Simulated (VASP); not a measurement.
# FeCo (Wairauite) (Pm-3m) in VASP: notebook, part 2 of 2

VASP 6.6.1. Earlier steps stand in the parts before.

**4. Single point, PBE (volume scaled by 1.040)**

The input, INCAR:

```
SYSTEM = FeCo
ALGO = Normal
EDIFF = 1E-6
ENCUT = 600
GGA = PE
GGA_COMPAT = .FALSE.
ISIF = 2
ISMEAR = 0
LASPH = .TRUE.
LCHARG = .FALSE.
LREAL = .FALSE.
LWAVE = .FALSE.
NBANDS = 16
NELM = 120
PREC = Accurate
SIGMA = 0.05
```

The input, KPOINTS:

```
k-points
0
G
  16 16 16
  0 0 0
```

The input, POSCAR:

```
FeCo
1.0
    2.7968289155      0.0000000000      0.0000000000
    0.0000000000      2.7968289155      0.0000000000
    0.0000000000      0.0000000000      2.7968289155
Fe Co
1 1
Direct
    0.5000000000      0.5000000000      0.5000000000
    0.0000000000      0.0000000000      0.0000000000
```

Potentials or basis: VASP PAW PBE potentials, release 64 (Fe, Co).

Started as:

```
$ cat potpaw_PBE.64/Fe/POTCAR potpaw_PBE.64/Co/POTCAR > POTCAR
$ mpirun -np 1 vasp_std > vasp.out
```

OUTCAR:

```text
SYSTEM = FeCo
   EDIFF = 1E-6
   ENCUT = 600
   GGA = PE
   ISIF = 2
   ISMEAR = 0
   LASPH = .TRUE.
   LREAL = .FALSE.
   NELM = 120
   PREC = Accurate

 ion  position               nearest neighbor table
   1  0.500  0.500  0.500-   2 2.42   2 2.42   2 2.42   2 2.42   2 2.42   2 2.42   2 2.42   2 2.42

   2  0.000  0.000  0.000-   1 2.42   1 2.42   1 2.42   1 2.42   1 2.42   1 2.42   1 2.42   1 2.42

  LATTYP: Found a simple cubic cell.
 ALAT       =     2.7968289155

  Lattice vectors:

 A1 = (   2.7968289155,   0.0000000000,   0.0000000000)
 A2 = (   0.0000000000,   2.7968289155,   0.0000000000)
 A3 = (   0.0000000000,   0.0000000000,   2.7968289155)

Analysis of symmetry for initial positions (statically):
=====================================================================
 Subroutine PRICEL returns:
 Original cell was already a primitive cell.

 Routine SETGRP: Setting up the symmetry group for a
 simple cubic supercell.

 Subroutine GETGRP returns: Found 48 space group operations
 (whereof 48 operations were pure point group operations)
 out of a pool of 48 trial point group operations.

The static configuration has the point symmetry O_h .

Analysis of symmetry for dynamics (positions and initial velocities):
=====================================================================
 Subroutine PRICEL returns:
 Original cell was already a primitive cell.

 Routine SETGRP: Setting up the symmetry group for a
 simple cubic supercell.

 Subroutine GETGRP returns: Found 48 space group operations
 (whereof 48 operations were pure point group operations)
 out of a pool of 48 trial point group operations.

The dynamic configuration has the point symmetry O_h .

 Subroutine INISYM returns: Found 48 space group operations
 (whereof 48 operations are pure point group operations),
 and found     1 'primitive' translations

----------------------------------------------------------------------------------------

                                     Primitive cell

[... 111 lines left out ...]
  volume/ion in A,a.u.               =      10.94        73.82
  Fermi-wavevector in a.u.,A,eV,Ry     =   1.505076  2.844182 30.820668  2.265255
  Thomas-Fermi vector in A             =   2.615973
   LORBIT       =      0    0 simple, 1 ext, 2 COOP (PROOUT), +10 PAW based schemes
   GGA     = PE    functional components
   LHFCALC =     F    Hartree Fock is set to
   AEXX    =    0.0000 exact exchange contribution
   IVDW    =     0    specifies the selected vdW correction
   LEPSILON=     F    determine dielectric tensor
   LRPA    =     F    only Hartree local field effects (RPA)
 non-spin polarized calculation
 Gauss-broadening in eV      SIGMA  =   0.05
  energy-cutoff  :      600.00
  volume of cell :       21.88
 maximum number of plane-waves:       743
 NGX is ok and might be reduce to    24
   NGX = 11   NGY = 11   NGZ = 11

 number of electron      17.0000004 magnetization

 Free energy of the ion-electron system (eV)
  ---------------------------------------------------
  ext. energy  EPLUGINS =         0.00000000
  ---------------------------------------------------
  free energy    TOTEN  =       -14.29920145 eV

  energy without entropy =      -14.28842740  energy(sigma->0) =      -14.29381442

 E-fermi :   8.0851     XC(G=0): -13.3720

 val. band max:        8.0850995568   @ k =   0.5000   0.4375   0.1250
 cond. band min:       8.0866477292   @ k =   0.3750   0.3750   0.1875
 fundamental gap:      0.0015481724
 Fermi energy:         8.0851398715

 k-point     1 :       0.0000    0.0000    0.0000
  band No.  band energies     occupation
      1      -0.5509      2.00000
      2       3.8951      2.00000
      3       3.8951      2.00000
      4       6.3872      2.00000
      5       6.3872      2.00000
      6       6.3872      2.00000
[... 433 lines left out ...]
      3       5.7212      2.00000
      4       5.8294      2.00000
      5       6.3237      2.00000
      6       6.4146      2.00000
[... 8 lines left out ...]
     15      25.8186      0.00000
     16      26.1032      0.00000

 [... further k-points ...]

------------------------ aborting loop because EDIFF is reached ----------------------------------------

  FORCE on cell =-STRESS in cart. coord.  units (eV):
  Direction    XX          YY          ZZ          XY          YZ          ZX
  --------------------------------------------------------------------------------------
  -------------------------------------------------------------------------------------
  Total       -1.3219977     -1.3219977     -1.3219977     -0.0000000     -0.0000000     -0.0000000
  in kB      -96.8152057    -96.8152057    -96.8152057     -0.0000000     -0.0000000     -0.0000000
  external PRESSURE =     -96.8152057 kB  Pullay stress =       0.0000000 kB

 VOLUME and BASIS-vectors are now :
 -----------------------------------------------------------------------------
  energy-cutoff  :      600.00
  volume of cell :       21.88
      direct lattice vectors                 reciprocal lattice vectors
     2.796828915  0.000000000  0.000000000     0.357547791  0.000000000  0.000000000
     0.000000000  2.796828915  0.000000000     0.000000000  0.357547791  0.000000000
     0.000000000  0.000000000  2.796828915     0.000000000  0.000000000  0.357547791

 POSITION                                       TOTAL-FORCE (eV/Angst)
 -----------------------------------------------------------------------------------
      1.39841      1.39841      1.39841         0.000000      0.000000      0.000000
      0.00000      0.00000      0.00000         0.000000      0.000000      0.000000
 -----------------------------------------------------------------------------------
    total drift:                                0.000000      0.000000     -0.000000

  FREE ENERGIE OF THE ION-ELECTRON SYSTEM (eV)
  ---------------------------------------------------
  free  energy   TOTEN  =       -14.2992014462 eV

  energy  without entropy=      -14.2884273981  energy(sigma->0) =      -14.29381442
```

OSZICAR:

```text
N       E                     dE             d eps       ncg     rms          rms(c)
DAV:   1     0.820562769796E+02    0.82056E+02   -0.77723E+03  5408   0.148E+03
DAV:   2    -0.144390094003E+02   -0.96495E+02   -0.87208E+02  5296   0.245E+02
DAV:   3    -0.169638622831E+02   -0.25249E+01   -0.24050E+01  6288   0.547E+01
DAV:   4    -0.170022481910E+02   -0.38386E-01   -0.38341E-01  7480   0.520E+00
DAV:   5    -0.170025638532E+02   -0.31566E-03   -0.31562E-03  6376   0.462E-01    0.152E+01
DAV:   6    -0.167389067976E+02    0.26366E+00   -0.12602E+01  5560   0.823E+01    0.232E+01
DAV:   7    -0.182910175433E+02   -0.15521E+01   -0.10379E+01  6752   0.110E+02    0.228E+01
DAV:   8    -0.144149777470E+02    0.38760E+01   -0.21348E+00  7064   0.531E+01    0.463E+00
DAV:   9    -0.143068805912E+02    0.10810E+00   -0.22053E-01  7984   0.101E+01    0.886E-01
DAV:  10    -0.143028817309E+02    0.39989E-02   -0.17296E-02  7184   0.241E+00    0.819E-01
DAV:  11    -0.142992007349E+02    0.36810E-02   -0.20670E-03  8128   0.144E+00    0.158E-01
DAV:  12    -0.142992719144E+02   -0.71180E-04   -0.24904E-04  8272   0.449E-01    0.126E-01
DAV:  13    -0.142992059535E+02    0.65961E-04   -0.27334E-05  8184   0.176E-01    0.317E-02
DAV:  14    -0.142992011024E+02    0.48511E-05   -0.56810E-06  6776   0.820E-02    0.131E-02
DAV:  15    -0.142992014462E+02   -0.34388E-06   -0.11322E-06  2936   0.231E-02
   1 F= -.14299201E+02 E0= -.14293814E+02  d E =-.107740E-01
```

stdout:

```text
POSCAR found type information on POSCAR FeCo
 POSCAR found :  2 types and       2 ions
 scaLAPACK will be used
 LDA part: xc-table for (Slater+PW92), standard interpolation
 POSCAR, INCAR and KPOINTS ok, starting setup
 FFT: planning ... GRIDC
 FFT: planning ... GRID_SOFT
 FFT: planning ... GRID
 WAVECAR not read
 entering main loop
```

It took 94 s on 1 thread of Intel Xeon 8259CL, shared host; peak memory 0.2 GiB.

Results:

* Free energy: -14.2992 eV
* Pressure: -9.7 GPa

Caveat: the cell differs from its parent crystal (volume scaled by 1.040); the run has no spin polarisation, though such a crystal can be magnetic.

**5. Single point, PBE**

This run uses another cell than the first one, of 11.66 Å³/atom, 1.109 times its volume.

The input, INCAR:

```
SYSTEM = FeCo
PREC     = Accurate       ! precision mode
ENCUT    = 600            ! plane-wave cutoff, eV
EDIFF    = 1E-6           ! SCF threshold, eV
ISMEAR   = 0              ! smearing method
SIGMA    = 0.05           ! smearing width, eV
LREAL    = .FALSE.        ! projectors in reciprocal space
LASPH    = .TRUE.         ! aspherical terms in the spheres
NELM     = 120            ! most SCF steps
ALGO     = Normal         ! electronic algorithm
ISIF     = 2              ! what is computed and relaxed
LWAVE    = .FALSE.        ! write WAVECAR
LCHARG   = .FALSE.        ! write CHGCAR
GGA      = PE             ! functional
NBANDS   = 16             ! bands
GGA_COMPAT= .FALSE.
```

The input, KPOINTS:

```
Automatic mesh
0
G
  16 16 16
  0 0 0
```

The input, POSCAR:

```
FeCo
1.0
    2.8570000000      0.0000000000      0.0000000000
    0.0000000000      2.8570000000      0.0000000000
    0.0000000000      0.0000000000      2.8570000000
Fe Co
1 1
Direct
    0.5000000000      0.5000000000      0.5000000000
    0.0000000000      0.0000000000      0.0000000000
```

Started as:

```
$ cat potpaw_PBE.64/Fe/POTCAR potpaw_PBE.64/Co/POTCAR > POTCAR
$ mpirun -np 1 vasp_std > vasp.out
```

It took 88 s on 1 thread of Intel Xeon 8259CL, shared host; peak memory 0.21 GiB.

Results (log left out):

| Property | Result |
| --- | --- |
| Free energy | -14.1587 eV |
| Pressure | -20.9 GPa |

Levels at points of the mesh, in eV from the Fermi level:
| k point | band 6 | band 7 | band 8 | band 9 | band 10 | band 11 |
| --- | --- | --- | --- | --- | --- | --- |
| (0.00, 0.00, 0.00) | -1.55 | -0.11 | -0.11 | 0.75 | 0.75 | 0.75 |
| (0.50, 0.00, 0.00) | -1.29 | -1.01 | -1.01 | -0.62 | -0.22 | 0.65 |
| (0.50, 0.50, 0.00) | -0.14 | -0.07 | 0.29 | 0.52 | 0.52 | 0.99 |
| (0.50, 0.50, 0.50) | -2.53 | -0.11 | -0.11 | 0.33 | 0.33 | 8.49 |

Caveat: the run has no spin polarisation, though such a crystal can be magnetic. Spin polarisation is off, so any magnetic state and its effect on volume and gap are missing.

**6. The runs side by side**

| cell | gap on the mesh (eV) | pressure (GPa) |
| --- | --- | --- |
| a = 2.761 Å, 2 atoms | none | -0.8 |
| a = 2.779 Å, 2 atoms | none | -5.5 |
| a = 2.797 Å, 2 atoms | none | -9.7 |
| a = 2.857 Å, 2 atoms | none | -20.9 |

Alike in all rows: task single point; level PBE; potentials or basis VASP PAW PBE potentials, release 64 (Fe, Co); no spin polarisation; k mesh 16 × 16 × 16; cutoff (eV) 600; smearing gaussian 0.05 eV.

Caveats: the run has no spin polarisation, though such a crystal can be magnetic.

Total energies depend on the potentials used, so only differences within one code and one set of settings carry meaning.
